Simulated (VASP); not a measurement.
# TmTa3 (P1) in VASP: notebook, part 2 of 2

VASP 6.6.1.

**3. Single point, PBE, collinear spin, ferromagnetic start**

INCAR

```
PREC     = Accurate       # precision mode
ENCUT    = 600            # plane-wave cutoff, eV
EDIFF    = 1E-6           # SCF threshold, eV
ISMEAR   = -1             # smearing method
SIGMA    = 0.15           # smearing width, eV
LREAL    = False          # projectors in reciprocal space
LASPH    = True           # aspherical terms in the spheres
NELM     = 200            # most SCF steps
ALGO     = Normal         # electronic algorithm
ISIF     = 2              # what is computed and relaxed
LWAVE    = False          # write WAVECAR
LCHARG   = True           # write CHGCAR
ISPIN    = 2              # spin polarisation
MAGMOM   = 2 0 0 0        # initial moments
LORBIT   = 11             # projections on sites
LMAXMIX  = 6              # l up to which the mixer works
GGA      = PE             # functional
LELF     = True           # ELF
LVHAR    = True         
NBANDS   = 40             # bands
GGA_COMPAT= False
```

KPOINTS

```
Automatic mesh
0
Gamma
  2 2 2
  0.5 0.5 0.5
```

POSCAR

```
TmTa3
1.0
    4.4652390000     -0.0005400000      0.0185990000
   -0.0005400000      4.3186720000      0.0302540000
    0.0185990000      0.0302540000      4.3846970000
Tm Ta
1 3
Direct
    0.3803660000      0.8941640000      0.2198700000
    0.3597060000      1.4496090000      0.7235310000
    0.7322160000      0.8968750000      0.6877170000
    0.8285660000      1.4144640000      0.2070600000
```

Potentials or basis: VASP PAW PBE potentials, release 64 (Tm, Ta_pv).

The run is started by

```
cat potpaw_PBE.64/Tm/POTCAR potpaw_PBE.64/Ta_pv/POTCAR > POTCAR
mpirun -np 1 vasp_std > vasp.out
```

OUTCAR:

```text
PREC = Accurate
   ENCUT = 600
   EDIFF = 1E-6
   ISMEAR = -1
   LREAL = False
   LASPH = True
   NELM = 200
   ISIF = 2
   ISPIN = 2
   LORBIT = 11
   GGA = PE

 ion  position               nearest neighbor table
   1  0.380  0.894  0.220-   3 2.59   3 2.80   4 2.88   2 2.91   2 2.92   4 3.01   2 3.22   4 3.22
                             2 3.28   4 3.34   3 3.53
   2  0.360  0.450  0.724-   3 2.55   1 2.91   3 2.92   1 2.92   4 2.99   4 3.08   4 3.17   1 3.22
                             1 3.28   4 3.30   3 3.41
   3  0.732  0.897  0.688-   2 2.55   1 2.59   1 2.80   2 2.92   4 3.01   4 3.08   4 3.10   4 3.24
                             2 3.41   1 3.53
   4  0.829  0.414  0.207-   1 2.88   2 2.99   1 3.01   3 3.01   2 3.08   3 3.08   3 3.10   2 3.17
                             1 3.22   3 3.24   2 3.30   1 3.34

  LATTYP: Found a triclinic cell.
 ALAT       =     6.1116339128
 B/A-ratio  =     0.7066486744
 C/A-ratio  =     0.7306193125
 COS(alpha) =     0.0002167859
 COS(beta)  =     0.0061840731
 COS(gamma) =     0.6966731572

  Lattice vectors:

 A1 = (   0.0191390000,  -4.2884180000,   4.3544430000)
 A2 = (   0.0005400000,  -4.3186720000,  -0.0302540000)
 A3 = (   4.4652390000,  -0.0005400000,   0.0185990000)

Analysis of symmetry for initial positions (statically):
=====================================================================
 Subroutine PRICEL returns:
 Original cell was already a primitive cell.

 Routine SETGRP: Setting up the symmetry group for a
 triclinic supercell.

 Subroutine GETGRP returns: Found  1 space group operations
 (whereof  1 operations were pure point group operations)
 out of a pool of  2 trial point group operations.

The static configuration has the point symmetry C_1 .

Analysis of symmetry for dynamics (positions and initial velocities):
=====================================================================
 Subroutine PRICEL returns:
 Original cell was already a primitive cell.

 Routine SETGRP: Setting up the symmetry group for a
 triclinic supercell.

 Subroutine GETGRP returns: Found  1 space group operations
 (whereof  1 operations were pure point group operations)
 out of a pool of  2 trial point group operations.

The dynamic configuration has the point symmetry C_1 .

Analysis of structural, dynamic, and magnetic symmetry:
=====================================================================
 Subroutine PRICEL returns:
 Original cell was already a primitive cell.

 Routine SETGRP: Setting up the symmetry group for a
 triclinic supercell.

 Subroutine GETGRP returns: Found  1 space group operations
 (whereof  1 operations were pure point group operations)
 out of a pool of  2 trial point group operations.

The overall configuration has the point symmetry C_1 .

 Subroutine INISYM returns: Found  1 space group operations
 (whereof  1 operations are pure point group operations),
[... 71 lines left out ...]
   ISTART =      0    job   : 0-new  1-cont  2-samecut
   ICHARG =      2    charge: 1-file 2-atom 10-const
   ISPIN  =      2    spin polarized calculation?
   LNONCOLLINEAR =      F non collinear calculations
   LSORBIT =      F    spin-orbit coupling
   LASPH  =      T    aspherical Exc in radial PAW
   ENCUT  =  600.0 eV  44.10 Ry    6.64 a.u.   8.92  8.63  8.76*2*pi/ulx,y,z
   NELM   =    200;   NELMIN=  2; NELMDL= -5     # of ELM steps
   EDIFF  = 0.1E-05   stopping-criterion for ELM
   LREAL  =      F    real-space projection
   EDIFFG = 0.1E-04   stopping-criterion for IOM
   NSW    =      0    number of steps for IOM
   IBRION =     -1    ionic relax: 0-MD 1-quasi-New 2-CG
   NFREE  =      0    steps in history (QN), initial steepest desc. (CG)
   ISIF   =      2    stress and relaxation
   ISYM   =      2    0-nonsym 1-usesym 2-fastsym
   POTIM  = 0.5000    time-step for ionic-motion
   TEBEG  =    0.0;   TEEND  =   0.0 temperature during run
   PSTRESS=    0.0 pullay stress
   NELECT =      56.0000    total number of electrons
   NUPDOWN=      -1.0000    fix difference up-down
   EMIN   =  10.00;   EMAX   =-10.00  energy-range for DOS
   EFERMI =   0.00;   METHOD = LEGACY
   ISMEAR =    -1;   SIGMA  =   0.15  broadening in eV -4-tet -1-fermi 0-gaus
   EFERMI_NEDOS =   21; number of points for ismear=-14 and -15
   IALGO  =     38    algorithm
   IMIX   =      4    mixing-type and parameters
     AMIX     =   0.40;   BMIX     =  1.00
     AMIX_MAG =   1.60;   BMIX_MAG =  1.00
  volume/ion in A,a.u.               =      21.14       142.64
  Fermi-wavevector in a.u.,A,eV,Ry     =   1.427038  2.696711 27.707416  2.036438
  Thomas-Fermi vector in A             =   2.547251
   LORBIT       =     11    0 simple, 1 ext, 2 COOP (PROOUT), +10 PAW based schemes
   GGA     = PE    functional components
   LHFCALC =     F    Hartree Fock is set to
   AEXX    =    0.0000 exact exchange contribution
   IVDW    =     0    specifies the selected vdW correction
   LEPSILON=     F    determine dielectric tensor
   LRPA    =     F    only Hartree local field effects (RPA)
 spin polarized calculation
  energy-cutoff  :      600.00
  volume of cell :       84.55
 maximum number of plane-waves:      2824
   NGX = 17   NGY = 17   NGZ = 17

 number of electron      55.9999997 magnetization       0.0024677

 number of electron      55.9999997 magnetization      -0.0049747

 Free energy of the ion-electron system (eV)
  ---------------------------------------------------
  ext. energy  EPLUGINS =         0.00000000
  ---------------------------------------------------
  free energy    TOTEN  =       -36.48424997 eV

  energy without entropy =      -35.76288445  energy(sigma->0) =      -36.12356721

 E-fermi :   4.2661     XC(G=0): -11.8009

 val. band max:        4.1169994798   @ k =  -0.2500   0.2500   0.2500
 cond. band min:       4.2961504923   @ k =  -0.2500  -0.2500   0.2500
 fundamental gap:      0.1791510125
 Fermi energy:         4.2661353347

 spin component 1

 k-point     1 :       0.2500    0.2500    0.2500
  band No.  band energies     occupation
      1     -45.0986      1.00000
      2     -30.4470      1.00000
      3     -30.2796      1.00000
      4     -30.2205      1.00000
      5     -30.1667      1.00000
      6     -29.9711      1.00000
[... 161 lines left out ...]
     39       9.4767      0.00000
     40      10.4213      0.00000
 Fermi energy:         4.2661353347

 spin component 2

 k-point     1 :       0.2500    0.2500    0.2500
  band No.  band energies     occupation
      1     -45.0997      1.00000
      2     -30.4472      1.00000
      3     -30.2798      1.00000
      4     -30.2207      1.00000
      5     -30.1668      1.00000
      6     -29.9714      1.00000
[... 161 lines left out ...]
     39       9.4764      0.00000
     40      10.4209      0.00000

------------------------ aborting loop because EDIFF is reached ----------------------------------------

  FORCE on cell =-STRESS in cart. coord.  units (eV):
  Direction    XX          YY          ZZ          XY          YZ          ZX
  --------------------------------------------------------------------------------------
  -------------------------------------------------------------------------------------
  Total        3.9461615      1.4251141      0.3478222      1.6266264     -0.4230901      0.5467323
  in kB       74.7789905     27.0056345      6.5911631     30.8242535     -8.0174747     10.3604713
  external PRESSURE =      36.1252627 kB  Pullay stress =       0.0000000 kB

 VOLUME and BASIS-vectors are now :
 -----------------------------------------------------------------------------
  energy-cutoff  :      600.00
  volume of cell :       84.55
      direct lattice vectors                 reciprocal lattice vectors
     4.465239000 -0.000540000  0.018599000     0.223956140  0.000034660 -0.000950216
    -0.000540000  4.318672000  0.030254000     0.000034660  0.231563861 -0.001597916
     0.018599000  0.030254000  4.384697000    -0.000950216 -0.001597916  0.228080986

 POSITION                                       TOTAL-FORCE (eV/Angst)
 -----------------------------------------------------------------------------------
      1.70203      3.86805      0.99819        -2.930100      1.470941     -0.802308
      1.61939      1.96341      3.19276        -2.146309     -2.459390      0.100450
      3.28183      3.89372      3.05618         4.743598      1.481845      0.778397
      3.70337      1.79575      0.93585         0.332812     -0.493396     -0.076539
 -----------------------------------------------------------------------------------
    total drift:                               -0.000658     -0.000240     -0.000450

  FREE ENERGIE OF THE ION-ELECTRON SYSTEM (eV)
  ---------------------------------------------------
  free  energy   TOTEN  =       -36.4842499681 eV

  energy  without entropy=      -35.7628844547  energy(sigma->0) =      -36.12356721

 total charge

# of ion       s       p       d       f       tot
--------------------------------------------------
    1        2.222   6.081   0.717  12.441  21.461
    2        0.398   6.114   2.363   0.000   8.875
    3        0.410   6.117   2.416   0.000   8.944
    4        0.381   6.096   2.248   0.000   8.724
--------------------------------------------------
tot          3.412  24.407   7.744  12.441  48.004

 magnetization (x)

# of ion       s       p       d       f       tot
--------------------------------------------------
    1       -0.000  -0.000  -0.000  -0.003  -0.003
    2       -0.000  -0.000  -0.001   0.000  -0.001
    3       -0.000  -0.000  -0.000   0.000  -0.000
    4       -0.000  -0.000  -0.000   0.000  -0.000
--------------------------------------------------
tot         -0.000  -0.000  -0.001  -0.003  -0.004
```

Wall time 6.1 min (1 thread of Intel Xeon 8259CL, shared host); peak memory 0.27 GiB.

Results:

```
Free energy                                           : -36.4842 eV
Pressure                                              : 3.6 GPa
Largest force                                         : 5.030 eV/Å
Band gap on the k mesh                                : 0.18 eV, indirect (least direct gap 0.20 eV)
Net moment                                            : 0.00 μB per cell
Valence electrons inside the program's atomic spheres : Tm 21.46; Ta 8.88, 8.94, 8.72
```

Forces on the atoms (eV/Å):
```
Tm  -2.930  1.471 -0.802
Ta  -2.146 -2.459  0.100
Ta   4.744  1.482  0.778
Ta   0.333 -0.493 -0.077
```

Caveat: the k points lie up to 0.73 Å⁻¹ apart; the magnetic or orbital state may not be the lowest; spin-orbit coupling is left out, which moves the levels of the heavy elements; without U or exact exchange the open f shell lies at the Fermi level, which spoils levels, moments and volumes; forces of over 1 eV/Å act on the atoms, so gaps and moduli don't describe the material at rest.
